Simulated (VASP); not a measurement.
# AlN (F-43m) in VASP: notebook

The runs below take AlN through single point, relaxation of cell and atoms, with LDA.

Everything below comes from runs of VASP 6.6.1. Logs are shortened: lines on timing, memory, paths and dates and some standing lists are left out, and cuts for length are marked.

### Step 1. The cell of the first run

Symmetry: F-43m, No. 216, cubic system. The conventional cell has a = 4.380 Å, b = 4.380 Å, c = 4.380 Å, α = 90.00°, β = 90.00°, γ = 90.00°. Within 2.5 Å of Al (site symmetry -43m) lie 4 N at 1.90 Å. N (site symmetry -43m) has 4 Al at 1.90 Å within 2.5 Å.

### Step 2. Single point, LDA

Input file INCAR:

```
SYSTEM = AlN
ALGO = Normal ; EDIFF = 1E-6
ENCUT = 600 ; GGA_COMPAT = .FALSE.
ISIF = 2 ; ISMEAR = 0
LASPH = .TRUE. ; LCHARG = .TRUE.
LELF = .TRUE. ; LREAL = .FALSE.
LVHAR = .TRUE. ; LWAVE = .FALSE.
NBANDS = 11 ; NELM = 120
PREC = Accurate ; SIGMA = 0.1
```

Input file KPOINTS:

```
k-points
0
G
  8 8 8
  0 0 0
```

Input file POSCAR:

```
AlN
1.0
    0.0000000000      2.1900000000      2.1900000000
    2.1900000000      0.0000000000      2.1900000000
    2.1900000000      2.1900000000      0.0000000000
Al N
1 1
Direct
    0.0000000000      0.0000000000      0.0000000000
    0.2500000000      0.2500000000      0.2500000000
```

Potentials or basis: VASP PAW LDA potentials, release 64 (Al, N).

Run with:

```bash
cat potpaw_LDA.64/Al/POTCAR potpaw_LDA.64/N/POTCAR > POTCAR
mpirun -np 1 vasp_std > vasp.out
```

OUTCAR:

```text
SYSTEM = AlN
   EDIFF = 1E-6
   ENCUT = 600
   ISIF = 2
   ISMEAR = 0
   LASPH = .TRUE.
   LREAL = .FALSE.
   NELM = 120
   PREC = Accurate

 ion  position               nearest neighbor table
   1  0.000  0.000  0.000-   2 1.90   2 1.90   2 1.90   2 1.90
   2  0.250  0.250  0.250-   1 1.90   1 1.90   1 1.90   1 1.90

  LATTYP: Found a face centered cubic cell.
 ALAT       =     4.3800000000

  Lattice vectors:

 A1 = (   0.0000000000,   2.1900000000,   2.1900000000)
 A2 = (   2.1900000000,   0.0000000000,   2.1900000000)
 A3 = (   2.1900000000,   2.1900000000,   0.0000000000)

Analysis of symmetry for initial positions (statically):
=====================================================================
 Subroutine PRICEL returns:
 Original cell was already a primitive cell.

 Routine SETGRP: Setting up the symmetry group for a
 face centered cubic supercell.

 Subroutine GETGRP returns: Found 24 space group operations
 (whereof 24 operations were pure point group operations)
 out of a pool of 48 trial point group operations.

The static configuration has the point symmetry T_d .

Analysis of symmetry for dynamics (positions and initial velocities):
=====================================================================
 Subroutine PRICEL returns:
 Original cell was already a primitive cell.

 Routine SETGRP: Setting up the symmetry group for a
 face centered cubic supercell.

 Subroutine GETGRP returns: Found 24 space group operations
 (whereof 24 operations were pure point group operations)
 out of a pool of 48 trial point group operations.

The dynamic configuration has the point symmetry T_d .

 Subroutine INISYM returns: Found 24 space group operations
 (whereof 24 operations are pure point group operations),
 and found     1 'primitive' translations

----------------------------------------------------------------------------------------

                                     Primitive cell

  volume of cell :      21.0069

  direct lattice vectors                    reciprocal lattice vectors
     0.000000000  2.190000000  2.190000000    -0.228310502  0.228310502  0.228310502
     2.190000000  0.000000000  2.190000000     0.228310502 -0.228310502  0.228310502
     2.190000000  2.190000000  0.000000000     0.228310502  0.228310502 -0.228310502

  length of vectors
     3.097127702  3.097127702  3.097127702     0.395445390  0.395445390  0.395445390

  position of ions in fractional coordinates (direct lattice)
     0.000000000  0.000000000  0.000000000
     0.250000000  0.250000000  0.250000000

  ion indices of the primitive-cell ions
   primitive index   ion index
                 1           1
                 2           2

----------------------------------------------------------------------------------------

 KPOINTS: k-points

Automatic generation of k-mesh.
 Grid dimensions read from file:
 generate k-points for:    8    8    8

 Generating k-lattice:

  Cartesian coordinates                     Fractional coordinates (reciprocal lattice)
    -0.028538813  0.028538813  0.028538813     0.125000000  0.000000000  0.000000000
     0.028538813 -0.028538813  0.028538813     0.000000000  0.125000000  0.000000000
     0.028538813  0.028538813 -0.028538813     0.000000000  0.000000000  0.125000000

  Length of vectors
     0.049430674  0.049430674  0.049430674

  Shift w.r.t. Gamma in fractional coordinates (k-lattice)
     0.000000000  0.000000000  0.000000000

 Subroutine IBZKPT returns following result:
 ===========================================

 Found     29 irreducible k-points:

 Following reciprocal coordinates:
            Coordinates               Weight
  0.000000  0.000000  0.000000      1.000000
  0.125000  0.000000  0.000000      8.000000
  0.250000  0.000000  0.000000      8.000000
  0.375000  0.000000  0.000000      8.000000
  0.500000  0.000000  0.000000      4.000000
  0.125000  0.125000  0.000000      6.000000
[... 16 lines left out ...]
  0.500000  0.250000  0.125000     48.000000
 -0.375000  0.250000  0.125000     24.000000
 [... further k-points ...]
   k-points           NKPTS =     29   k-points in BZ     NKDIM =     29   number of bands    NBANDS=     11
   number of dos      NEDOS =    301   number of ions     NIONS =      2
   total plane-waves  NPLWV =  21952
   dimension x,y,z NGX =    28 NGY =   28 NGZ =   28
   dimension x,y,z NGXF=    56 NGYF=   56 NGZF=   56
   ions per type =               1   1
   NGX,Y,Z   is equivalent  to a cutoff of  15.03, 15.03, 15.03 a.u.
   NGXF,Y,Z  is equivalent  to a cutoff of  30.06, 30.06, 30.06 a.u.
 SYSTEM =  AlN
   PREC   = accura    normal or accurate (medium, high low for compatibility)
   ISTART =      0    job   : 0-new  1-cont  2-samecut
   ICHARG =      2    charge: 1-file 2-atom 10-const
   ISPIN  =      1    spin polarized calculation?
   LNONCOLLINEAR =      F non collinear calculations
   LSORBIT =      F    spin-orbit coupling
   LASPH  =      T    aspherical Exc in radial PAW
   ENCUT  =  600.0 eV  44.10 Ry    6.64 a.u.   6.19  6.19  6.19*2*pi/ulx,y,z
   NELM   =    120;   NELMIN=  2; NELMDL= -5     # of ELM steps
   EDIFF  = 0.1E-05   stopping-criterion for ELM
   LREAL  =      F    real-space projection
   EDIFFG = 0.1E-04   stopping-criterion for IOM
   NSW    =      0    number of steps for IOM
   IBRION =     -1    ionic relax: 0-MD 1-quasi-New 2-CG
   NFREE  =      0    steps in history (QN), initial steepest desc. (CG)
   ISIF   =      2    stress and relaxation
   ISYM   =      2    0-nonsym 1-usesym 2-fastsym
   POTIM  = 0.5000    time-step for ionic-motion
   TEBEG  =    0.0;   TEEND  =   0.0 temperature during run
   PSTRESS=    0.0 pullay stress
   NELECT =       8.0000    total number of electrons
   NUPDOWN=      -1.0000    fix difference up-down
   EMIN   =  10.00;   EMAX   =-10.00  energy-range for DOS
   EFERMI =   0.00;   METHOD = LEGACY
   ISMEAR =     0;   SIGMA  =   0.10  broadening in eV -4-tet -1-fermi 0-gaus
   EFERMI_NEDOS =   21; number of points for ismear=-14 and -15
   IALGO  =     38    algorithm
   IMIX   =      4    mixing-type and parameters
     AMIX     =   0.40;   BMIX     =  1.00
     AMIX_MAG =   1.60;   BMIX_MAG =  1.00
  volume/ion in A,a.u.               =      10.50        70.88
  Fermi-wavevector in a.u.,A,eV,Ry     =   1.186636  2.242416 19.158419  1.408104
  Thomas-Fermi vector in A             =   2.322804
   LORBIT       =      0    0 simple, 1 ext, 2 COOP (PROOUT), +10 PAW based schemes
   GGA     = CA    functional components
   LHFCALC =     F    Hartree Fock is set to
   AEXX    =    0.0000 exact exchange contribution
   IVDW    =     0    specifies the selected vdW correction
   LEPSILON=     F    determine dielectric tensor
   LRPA    =     F    only Hartree local field effects (RPA)
 non-spin polarized calculation
 Gauss-broadening in eV      SIGMA  =   0.10
  energy-cutoff  :      600.00
  volume of cell :       21.01
 maximum number of plane-waves:       725
 NGX is ok and might be reduce to    28
   NGX = 13   NGY = 13   NGZ = 13

 number of electron       8.0000000 magnetization

 Free energy of the ion-electron system (eV)
  ---------------------------------------------------
  ext. energy  EPLUGINS =         0.00000000
  ---------------------------------------------------
  free energy    TOTEN  =       -16.36930526 eV

  energy without entropy =      -16.36930526  energy(sigma->0) =      -16.36930526

 E-fermi :   6.0802     XC(G=0): -11.2303

 val. band max:        5.6303973700   @ k =   0.0000   0.0000   0.0000
 cond. band min:       8.8498491790   @ k =   0.5000   0.5000   0.0000
 fundamental gap:      3.2194518090
 Fermi energy:         6.0802152156

 k-point     1 :       0.0000    0.0000    0.0000
  band No.  band energies     occupation
      1      -9.1450      2.00000
      2       5.6304      2.00000
      3       5.6304      2.00000
      4       5.6304      2.00000
      5       9.7918      0.00000
      6      17.8842      0.00000
      7      17.8842      0.00000
      8      17.8842      0.00000
      9      23.0894      0.00000
     10      23.0894      0.00000
     11      24.4578      0.00000

 k-point     2 :       0.1250    0.0000    0.0000
  band No.  band energies     occupation
      1      -8.9150      2.00000
      2       4.4579      2.00000
      3       5.5509      2.00000
      4       5.5509      2.00000
      5      10.7121      0.00000
      6      17.3233      0.00000
      7      18.0557      0.00000
      8      18.0557      0.00000
      9      21.5619      0.00000
     10      21.5619      0.00000
     11      23.4091      0.00000

 k-point     3 :       0.2500    0.0000    0.0000
  band No.  band energies     occupation
      1      -8.2818      2.00000
      2       2.3784      2.00000
      3       5.3720      2.00000
      4       5.3720      2.00000
      5      11.9849      0.00000
      6      16.3497      0.00000
      7      17.6870      0.00000
      8      17.6870      0.00000
      9      21.6498      0.00000
     10      21.6498      0.00000
     11      22.5972      0.00000

 k-point     4 :       0.3750    0.0000    0.0000
  band No.  band energies     occupation
      1      -7.4744      2.00000
      2       0.5438      2.00000
      3       5.2093      2.00000
      4       5.2093      2.00000
      5      12.6535      0.00000
      6      15.6207      0.00000
      7      16.8737      0.00000
      8      16.8737      0.00000
      9      22.8442      0.00000
     10      23.6202      0.00000
     11      23.6202      0.00000
[... 239 lines left out ...]
 k-point    22 :       0.3750    0.2500    0.1250
  band No.  band energies     occupation
      1      -7.7710      2.00000
      2       2.0766      2.00000
      3       4.1405      2.00000
      4       5.0225      2.00000
      5      12.3294      0.00000
      6      15.9260      0.00000
      7      16.2313      0.00000
      8      18.6367      0.00000
      9      19.9900      0.00000
     10      24.4268      0.00000
     11      26.9931      0.00000

 k-point    23 :       0.5000    0.2500    0.1250
  band No.  band energies     occupation
      1      -7.0721      2.00000
      2       1.0008      2.00000
      3       3.5460      2.00000
      4       4.6912      2.00000
      5      12.5486      0.00000
      6      15.0608      0.00000
      7      16.9006      0.00000
      8      18.2585      0.00000
      9      21.3554      0.00000
     10      24.9149      0.00000
     11      27.0964      0.00000

 k-point    24 :      -0.3750    0.2500    0.1250
  band No.  band energies     occupation
      1      -6.7215      2.00000
      2       0.4675      2.00000
      3       3.3925      2.00000
      4       4.5033      2.00000
      5      12.5989      0.00000
      6      14.6796      0.00000
      7      17.5387      0.00000
      8      18.0561      0.00000
      9      22.4530      0.00000
     10      24.0909      0.00000
     11      27.3295      0.00000

 [... further k-points ...]

------------------------ aborting loop because EDIFF is reached ----------------------------------------

  FORCE on cell =-STRESS in cart. coord.  units (eV):
  Direction    XX          YY          ZZ          XY          YZ          ZX
  --------------------------------------------------------------------------------------
  -------------------------------------------------------------------------------------
  Total       -0.6201758     -0.6201758     -0.6201758      0.0000000     -0.0000000      0.0000000
  in kB      -47.3002091    -47.3002091    -47.3002091      0.0000000     -0.0000000      0.0000000
  external PRESSURE =     -47.3002091 kB  Pullay stress =       0.0000000 kB

 VOLUME and BASIS-vectors are now :
 -----------------------------------------------------------------------------
  energy-cutoff  :      600.00
  volume of cell :       21.01
      direct lattice vectors                 reciprocal lattice vectors
     0.000000000  2.190000000  2.190000000    -0.228310502  0.228310502  0.228310502
     2.190000000  0.000000000  2.190000000     0.228310502 -0.228310502  0.228310502
     2.190000000  2.190000000  0.000000000     0.228310502  0.228310502 -0.228310502

 POSITION                                       TOTAL-FORCE (eV/Angst)
 -----------------------------------------------------------------------------------
      0.00000      0.00000      0.00000         0.000000      0.000000      0.000000
      1.09500      1.09500      1.09500        -0.000000     -0.000000     -0.000000
 -----------------------------------------------------------------------------------
    total drift:                               -0.000000     -0.000000     -0.000000

  FREE ENERGIE OF THE ION-ELECTRON SYSTEM (eV)
  ---------------------------------------------------
  free  energy   TOTEN  =       -16.3693052643 eV

  energy  without entropy=      -16.3693052643  energy(sigma->0) =      -16.36930526
```

Wall time 7.6 s (1 thread of AMD EPYC 7R13 (Zen 3), shared host); peak memory 0.1 GiB.

Results:

```
Free energy            : -16.3693 eV
Pressure               : -4.7 GPa
Band gap on the k mesh : 3.22 eV (least direct gap 4.16 eV)
```

Caveat: the cell stands under tension. A k mesh can miss the band edges.

[end of part 1 of 2]
